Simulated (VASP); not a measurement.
# GaN (F-43m) in VASP: notebook

GaN is run at these levels: LDA; tasks: relaxation of cell and atoms, single point.

Everything below comes from runs of VASP 6.6.1. Logs are shortened: lines on timing, memory, paths and dates and some standing lists are left out, and cuts for length are marked.

## Step 1: The cell of the first run

The structure is cubic, space group F-43m (No. 216). The conventional cell has a = 4.455 Å, b = 4.455 Å, c = 4.455 Å, α = 90.00°, β = 90.00°, γ = 90.00°. Within 2.6 Å of Ga (site symmetry -43m) lie 4 N at 1.93 Å. N (site symmetry -43m) has 4 Ga at 1.93 Å within 2.6 Å.

## Step 2: Relaxation of cell and atoms, LDA, target pressure 25 GPa, at which the enthalpy is minimised

Input file INCAR:

```
SYSTEM = GaN
  PREC = Accurate
  ENCUT = 600
  EDIFF = 1E-6
  ISMEAR = 0
  SIGMA = 0.01
  LREAL = .FALSE.
  LASPH = .TRUE.
  NELM = 100
  ALGO = Normal
  ISIF = 3
  LWAVE = .FALSE.
  LCHARG = .FALSE.
  GGA = CA
  IBRION = 2
  NSW = 80
  EDIFFG = -0.001
  PSTRESS = 250.0
```

Input file KPOINTS:

```
Automatic mesh
0
G
  10 10 10
  0 0 0
```

Input file POSCAR:

```
GaN
1.0
    0.0000000000      2.2277008246      2.2277008246
    2.2277008246      0.0000000000      2.2277008246
    2.2277008246      2.2277008246      0.0000000000
Ga N
1 1
Direct
    0.0000000000      0.0000000000      0.0000000000
    0.7500000000      0.7500000000      0.7500000000
```

Potentials or basis: VASP PAW LDA potentials, release 64 (Ga_d, N).

Started as:

```console
cat potpaw_LDA.64/Ga_d/POTCAR potpaw_LDA.64/N/POTCAR > POTCAR
mpirun -np 1 vasp_std > vasp.out
```

OUTCAR:

```text
SYSTEM = GaN
   PREC = Accurate
   ENCUT = 600
   EDIFF = 1E-6
   ISMEAR = 0
   LREAL = .FALSE.
   LASPH = .TRUE.
   NELM = 100
   ISIF = 3
   GGA = CA
   IBRION = 2
   NSW = 80
   EDIFFG = -0.001
   PSTRESS = 250.0

 ion  position               nearest neighbor table
   1  0.000  0.000  0.000-   2 1.93   2 1.93   2 1.93   2 1.93
   2  0.750  0.750  0.750-   1 1.93   1 1.93   1 1.93   1 1.93

  LATTYP: Found a face centered cubic cell.
 ALAT       =     4.4554016492

  Lattice vectors:

 A1 = (   0.0000000000,   2.2277008246,   2.2277008246)
 A2 = (   2.2277008246,   0.0000000000,   2.2277008246)
 A3 = (   2.2277008246,   2.2277008246,   0.0000000000)

Analysis of symmetry for initial positions (statically):
=====================================================================
 Subroutine PRICEL returns:
 Original cell was already a primitive cell.

 Routine SETGRP: Setting up the symmetry group for a
 face centered cubic supercell.

 Subroutine GETGRP returns: Found 24 space group operations
 (whereof 24 operations were pure point group operations)
 out of a pool of 48 trial point group operations.

The static configuration has the point symmetry T_d .

Analysis of symmetry for dynamics (positions and initial velocities):
=====================================================================
 Subroutine PRICEL returns:
 Original cell was already a primitive cell.

 Routine SETGRP: Setting up the symmetry group for a
 face centered cubic supercell.

 Subroutine GETGRP returns: Found 24 space group operations
 (whereof 24 operations were pure point group operations)
 out of a pool of 48 trial point group operations.

The dynamic configuration has the point symmetry T_d .

 Subroutine INISYM returns: Found 24 space group operations
 (whereof 24 operations are pure point group operations),
 and found     1 'primitive' translations

----------------------------------------------------------------------------------------

                                     Primitive cell

  volume of cell :      22.1106

  direct lattice vectors                    reciprocal lattice vectors
     0.000000000  2.227700825  2.227700825    -0.224446656  0.224446656  0.224446656
     2.227700825  0.000000000  2.227700825     0.224446656 -0.224446656  0.224446656
     2.227700825  2.227700825  0.000000000     0.224446656  0.224446656 -0.224446656

  length of vectors
     3.150444719  3.150444719  3.150444719     0.388753011  0.388753011  0.388753011

  position of ions in fractional coordinates (direct lattice)
     0.000000000  0.000000000  0.000000000
     0.750000000  0.750000000  0.750000000

  ion indices of the primitive-cell ions
   primitive index   ion index
                 1           1
                 2           2

----------------------------------------------------------------------------------------

 KPOINTS: Automatic mesh

Automatic generation of k-mesh.
 Grid dimensions read from file:
 generate k-points for:   10   10   10

 Generating k-lattice:

  Cartesian coordinates                     Fractional coordinates (reciprocal lattice)
    -0.022444666  0.022444666  0.022444666     0.100000000  0.000000000  0.000000000
     0.022444666 -0.022444666  0.022444666     0.000000000  0.100000000  0.000000000
     0.022444666  0.022444666 -0.022444666     0.000000000  0.000000000  0.100000000

  Length of vectors
     0.038875301  0.038875301  0.038875301

  Shift w.r.t. Gamma in fractional coordinates (k-lattice)
     0.000000000  0.000000000  0.000000000

 Subroutine IBZKPT returns following result:
 ===========================================

 Found     47 irreducible k-points:

 Following reciprocal coordinates:
            Coordinates               Weight
  0.000000  0.000000  0.000000      1.000000
  0.100000  0.000000  0.000000      8.000000
  0.200000  0.000000  0.000000      8.000000
  0.300000  0.000000  0.000000      8.000000
  0.400000  0.000000  0.000000      8.000000
  0.500000  0.000000  0.000000      4.000000
[... 16 lines left out ...]
  0.300000  0.300000  0.000000      6.000000
  0.400000  0.300000  0.000000     24.000000
 [... further k-points ...]
   k-points           NKPTS =     47   k-points in BZ     NKDIM =     47   number of bands    NBANDS=     13
   number of dos      NEDOS =    301   number of ions     NIONS =      2
   total plane-waves  NPLWV =  21952
   dimension x,y,z NGX =    28 NGY =   28 NGZ =   28
   dimension x,y,z NGXF=    56 NGYF=   56 NGZF=   56
   ions per type =               1   1
   NGX,Y,Z   is equivalent  to a cutoff of  14.78, 14.78, 14.78 a.u.
   NGXF,Y,Z  is equivalent  to a cutoff of  29.55, 29.55, 29.55 a.u.
 SYSTEM =  GaN
   PREC   = accura    normal or accurate (medium, high low for compatibility)
   ISTART =      0    job   : 0-new  1-cont  2-samecut
   ICHARG =      2    charge: 1-file 2-atom 10-const
   ISPIN  =      1    spin polarized calculation?
   LNONCOLLINEAR =      F non collinear calculations
   LSORBIT =      F    spin-orbit coupling
   LASPH  =      T    aspherical Exc in radial PAW
   ENCUT  =  600.0 eV  44.10 Ry    6.64 a.u.   6.29  6.29  6.29*2*pi/ulx,y,z
   NELM   =    100;   NELMIN=  2; NELMDL= -5     # of ELM steps
   EDIFF  = 0.1E-05   stopping-criterion for ELM
   LREAL  =      F    real-space projection
   EDIFFG = -.1E-02   stopping-criterion for IOM
   NSW    =     80    number of steps for IOM
   IBRION =      2    ionic relax: 0-MD 1-quasi-New 2-CG
   NFREE  =      1    steps in history (QN), initial steepest desc. (CG)
   ISIF   =      3    stress and relaxation
   ISYM   =      2    0-nonsym 1-usesym 2-fastsym
   POTIM  = 0.5000    time-step for ionic-motion
   TEBEG  =    0.0;   TEEND  =   0.0 temperature during run
   PSTRESS=  250.0 pullay stress
   NELECT =      18.0000    total number of electrons
   NUPDOWN=      -1.0000    fix difference up-down
   EMIN   =  10.00;   EMAX   =-10.00  energy-range for DOS
   EFERMI =   0.00;   METHOD = LEGACY
   ISMEAR =     0;   SIGMA  =   0.01  broadening in eV -4-tet -1-fermi 0-gaus
   EFERMI_NEDOS =   21; number of points for ismear=-14 and -15
   IALGO  =     38    algorithm
   IMIX   =      4    mixing-type and parameters
     AMIX     =   0.40;   BMIX     =  1.00
     AMIX_MAG =   1.60;   BMIX_MAG =  1.00
  volume/ion in A,a.u.               =      11.06        74.60
  Fermi-wavevector in a.u.,A,eV,Ry     =   1.528617  2.888668 31.792342  2.336671
  Thomas-Fermi vector in A             =   2.636351
   LORBIT       =      0    0 simple, 1 ext, 2 COOP (PROOUT), +10 PAW based schemes
   GGA     = CA    functional components
   LHFCALC =     F    Hartree Fock is set to
   AEXX    =    0.0000 exact exchange contribution
   IVDW    =     0    specifies the selected vdW correction
   LEPSILON=     F    determine dielectric tensor
   LRPA    =     F    only Hartree local field effects (RPA)
 conjugate gradient relaxation of ions
 non-spin polarized calculation
 Gauss-broadening in eV      SIGMA  =   0.01
  energy-cutoff  :      600.00
  volume of cell :       22.11
 maximum number of plane-waves:       754
 NGX is ok and might be reduce to    28
   NGX = 13   NGY = 13   NGZ = 13

--------------------------------------- Ionic step        1  -------------------------------------------

 number of electron      18.0000001 magnetization

 Free energy of the ion-electron system (eV)
  ---------------------------------------------------
  ext. energy  EPLUGINS =         0.00000000
  ---------------------------------------------------
  free energy    TOTEN  =       -13.94409871 eV

  energy without entropy =      -13.94409871  energy(sigma->0) =      -13.94409871

------------------------ aborting loop because EDIFF is reached ----------------------------------------

  FORCE on cell =-STRESS in cart. coord.  units (eV):
  Direction    XX          YY          ZZ          XY          YZ          ZX
  --------------------------------------------------------------------------------------
  -------------------------------------------------------------------------------------
  Total        0.1382271      0.1382271      0.1382271     -0.0000000      0.0000000      0.0000000
  in kB       10.0162028     10.0162028     10.0162028     -0.0000000      0.0000000      0.0000000
  external PRESSURE =    -239.9837972 kB  Pullay stress =     250.0000000 kB
[... 251 lines left out ...]
  enthalpy is  TOTEN    =       -10.6562039221 eV   P V=        3.1376224958

--------------------------------------- Ionic step        8  -------------------------------------------

 number of electron      18.0000002 magnetization

 Free energy of the ion-electron system (eV)
  ---------------------------------------------------
  ext. energy  EPLUGINS =         0.00000000
  ---------------------------------------------------
  free energy    TOTEN  =       -13.79402763 eV

  energy without entropy =      -13.79402763  energy(sigma->0) =      -13.79402763

 E-fermi :   6.7049     XC(G=0): -12.8256

 val. band max:        6.5673418563   @ k =   0.0000   0.0000   0.0000
 cond. band min:       9.1531192488   @ k =   0.0000   0.0000   0.0000
 fundamental gap:      2.5857773925
 Fermi energy:         6.7048915142

 k-point     1 :       0.0000    0.0000    0.0000
  band No.  band energies     occupation
      1     -10.4469      2.00000
      2      -7.1883      2.00000
      3      -7.1883      2.00000
      4      -7.1883      2.00000
      5      -6.7159      2.00000
      6      -6.7159      2.00000
      7       6.5673      2.00000
      8       6.5673      2.00000
      9       6.5673      2.00000
     10       9.1531      0.00000
     11      17.4905      0.00000
     12      17.4905      0.00000
     13      17.4905      0.00000
[... 353 lines left out ...]
 k-point    24 :       0.4000    0.3000    0.0000
  band No.  band energies     occupation
      1      -9.0578      2.00000
      2      -7.0440      2.00000
      3      -6.8654      2.00000
      4      -6.8617      2.00000
      5      -6.6294      2.00000
      6      -5.8519      2.00000
      7       1.2278      2.00000
      8       3.6343      2.00000
      9       4.0010      2.00000
     10      11.1161      0.00000
     11      14.4718      0.00000
     12      17.9452      0.00000
     13      20.4045      0.00000

 [... further k-points ...]
[... 5 lines left out ...]
  --------------------------------------------------------------------------------------
  -------------------------------------------------------------------------------------
  Total        3.1389237      3.1389237      3.1389237      0.0000000     -0.0000000     -0.0000000
  in kB      250.0876340    250.0876340    250.0876340      0.0000000     -0.0000000     -0.0000000
  external PRESSURE =       0.0876340 kB  Pullay stress =     250.0000000 kB
[... 17 lines left out ...]
  FREE ENERGIE OF THE ION-ELECTRON SYSTEM (eV)
  ---------------------------------------------------
  free  energy   TOTEN  =       -13.7940276270 eV

  energy  without entropy=      -13.7940276270  energy(sigma->0) =      -13.79402763

  enthalpy is  TOTEN    =       -10.6562038147 eV   P V=        3.1378238124

 reached required accuracy - stopping structural energy minimisation
```

It took 79 s on 1 thread of AMD EPYC 7R43 (Zen 3), shared host; peak memory 0.13 GiB.

What came out:

| Property | Result |
| --- | --- |
| Free energy | -13.7940 eV |
| Relaxed volume | 10.05 Å³/atom |
| Relaxed cell | a = 3.052 Å, b = 3.052 Å, c = 3.052 Å, α = 60.00°, β = 60.00°, γ = 60.00° |
| Space group after relaxing (to 0.05 Å) | F-43m (No. 216) |
| Energy change on relaxing (the enthalpy is what falls) | +75.0 meV/atom |
| Ionic steps | 8 |
| Pressure after relaxing | 25.0 GPa |
| Band gap on the k mesh | 2.59 eV, direct |

Step by step:
```
step  energy change (eV)  largest force (eV/Å)  pressure (GPa)  volume (Å³)
   1              0.0000                0.0000            1.00        22.11
   2              1.1062                0.0000           88.91        17.22
   3              0.1373                0.0000           23.93        20.19
   4              0.1464                0.0000           24.70        20.13
   5              0.1524                0.0000           25.25        20.09
   6              0.1462                0.0000           24.51        20.13
   7              0.1503                0.0000           25.02        20.11
   8              0.1501                0.0000           25.01        20.11
```

Final structure:
```
CELL_PARAMETERS angstrom
0.00000 2.15836 2.15836
2.15836 0.00000 2.15836
2.15836 2.15836 0.00000
ATOMIC_POSITIONS crystal
Ga 0.00000 0.00000 0.00000
N 0.75000 0.75000 0.75000
```

Caveat: the cell is relaxed towards a set pressure, so the enthalpy falls and the energy may rise.

## Step 3: Single point, LDA

This run uses another cell than the first one, of 9.57 Å³/atom, 0.865 times its volume.

Input file INCAR:

```
SYSTEM = GaN
ALGO = Normal
EDIFF = 1E-6
ENCUT = 520
GGA = CA
ISIF = 2
ISMEAR = 0
LASPH = .True.
LCHARG = .False.
LREAL = .False.
LWAVE = .False.
NBANDS = 16
NELM = 80
PREC = Accurate
SIGMA = 0.01
```

Input file KPOINTS:

```
k-points
0
Gamma
  10 10 10
  0 0 0
```

Input file POSCAR:

```
GaN
1.0
    0.0000000000      2.1228286953      2.1228286953
    2.1228286953      0.0000000000      2.1228286953
    2.1228286953      2.1228286953      0.0000000000
Ga N
1 1
Direct
    0.0000000000      0.0000000000      0.0000000000
    0.7500000000      0.7500000000      0.7500000000
```

Potentials or basis: VASP PAW LDA potentials, release 64 (Ga_d, N).

Started as:

```console
cat potpaw_LDA.64/Ga_d/POTCAR potpaw_LDA.64/N/POTCAR > POTCAR
mpirun -np 1 vasp_std > vasp.out
```

Wall time 36 s (1 thread of AMD EPYC 7R13, shared host); peak memory 0.1 GiB.

It converged, with:

| Item | Value |
| --- | --- |
| Free energy | -13.5876 eV |
| Pressure | 41.7 GPa |
| Band gap on the k mesh | 2.90 eV, direct |

Levels at points of the mesh, in eV from the valence-band top:
```tsv
k point	band 6	band 7	band 8	band 9	band 10	band 11	band 12	band 13
(0.00, 0.00, 0.00)	-13.33	0.00	0.00	0.00	2.90	11.24	11.24	11.24
(0.50, 0.00, 0.00)	-11.94	-8.43	-1.23	-1.23	5.79	9.46	11.12	11.12
(0.50, 0.50, 0.00)	-11.51	-7.00	-3.44	-3.44	3.28	7.47	12.92	15.71
```

## Step 4: Relaxation of cell and atoms, LDA, target pressure 40 GPa, at which the enthalpy is minimised

Input file INCAR:

```
SYSTEM = GaN
ALGO     = Normal         ! electronic algorithm
EDIFF    = 1E-6           ! SCF threshold, eV
EDIFFG   = -0.001         ! ionic threshold
ENCUT    = 600            ! plane-wave cutoff, eV
IBRION   = 2              ! ionic algorithm
ISIF     = 3              ! what is computed and relaxed
ISMEAR   = 0              ! smearing method
LASPH    = .TRUE.         ! aspherical terms in the spheres
LCHARG   = .FALSE.        ! write CHGCAR
LREAL    = .FALSE.        ! projectors in reciprocal space
LWAVE    = .FALSE.        ! write WAVECAR
NELM     = 60             ! most SCF steps
NSW      = 80             ! ionic steps
PREC     = Accurate       ! precision mode
PSTRESS  = 400.0        
SIGMA    = 0.01           ! smearing width, eV
```

Input file KPOINTS:

```
k-points
0
G
  10 10 10
  0 0 0
```

Input file POSCAR:

```
GaN
1.0
    0.0000000000      2.2277008333      2.2277008333
    2.2277008333      0.0000000000      2.2277008333
    2.2277008333      2.2277008333      0.0000000000
Ga N
1 1
Direct
    0.0000000000      0.0000000000      0.0000000000
    0.7500000000      0.7500000000      0.7500000000
```

Started as:

```console
cat potpaw_LDA.64/Ga_d/POTCAR potpaw_LDA.64/N/POTCAR > POTCAR
mpirun -np 1 vasp_std > vasp.out
```

Wall time 4.5 min (1 thread of AMD EPYC 7R13, shared host); peak memory 0.13 GiB.

The run converged. Its results:

```yaml
Free_energy: -13.6151 eV
Relaxed_volume: 9.61 Å³/atom
Relaxed_cell: a = 3.007 Å, b = 3.007 Å, c = 3.007 Å, α = 60.00°, β = 60.00°, γ = 60.00°
Space_group_after_relaxing_to_0.05_Å: F-43m (No. 216)
Energy_change_on_relaxing_the_enthalpy_is_what_falls: +164.5 meV/atom
Ionic_steps: 12
Pressure_after_relaxing: 40.0 GPa
Band_gap_on_the_k_mesh: 2.87 eV, direct
```

The path:
| step | energy change (eV) | largest force (eV/Å) | pressure (GPa) | volume (Å³) |
| --- | --- | --- | --- | --- |
| 1 | 0.0000 | 0.0000 | 1.00 | 22.11 |
| 2 | 3.4578 | 0.0000 | 208.82 | 14.57 |
| 3 | 0.2682 | 0.0000 | 35.23 | 19.48 |
| 4 | 0.3135 | 0.0000 | 39.05 | 19.28 |
| 5 | 0.3268 | 0.0000 | 39.93 | 19.23 |
| 6 | 0.3406 | 0.0000 | 40.98 | 19.17 |
| 7 | 0.3056 | 0.0000 | 38.02 | 19.32 |
| 8 | 0.3278 | 0.0000 | 40.06 | 19.22 |
| 9 | 0.3272 | 0.0000 | 39.77 | 19.23 |
| 10 | 0.3275 | 0.0000 | 39.86 | 19.23 |
| 11 | 0.3319 | 0.0000 | 40.27 | 19.21 |
| 12 | 0.3290 | 0.0000 | 39.99 | 19.22 |

Final structure:
```
CELL_PARAMETERS angstrom
0.00000 2.12604 2.12604
2.12604 0.00000 2.12604
2.12604 2.12604 0.00000
ATOMIC_POSITIONS crystal
Ga 0.00000 0.00000 0.00000
N 0.75000 0.75000 0.75000
```

Levels at points of the mesh, in eV from the valence-band top:
```
           k point  band 6  band 7  band 8  band 9  band 10  band 11  band 12  band 13
(0.00, 0.00, 0.00)  -13.33    0.00    0.00    0.00     2.87    11.21    11.21    11.21
(0.50, 0.00, 0.00)  -11.93   -8.40   -1.23   -1.23     5.76     9.44    11.10    11.10
(0.50, 0.50, 0.00)  -11.50   -6.98   -3.42   -3.42     3.28     7.44    12.88    15.66
```

Caveat: the cell is relaxed towards a set pressure, so the enthalpy falls and the energy may rise.

(Continued in part 2 of 2.)
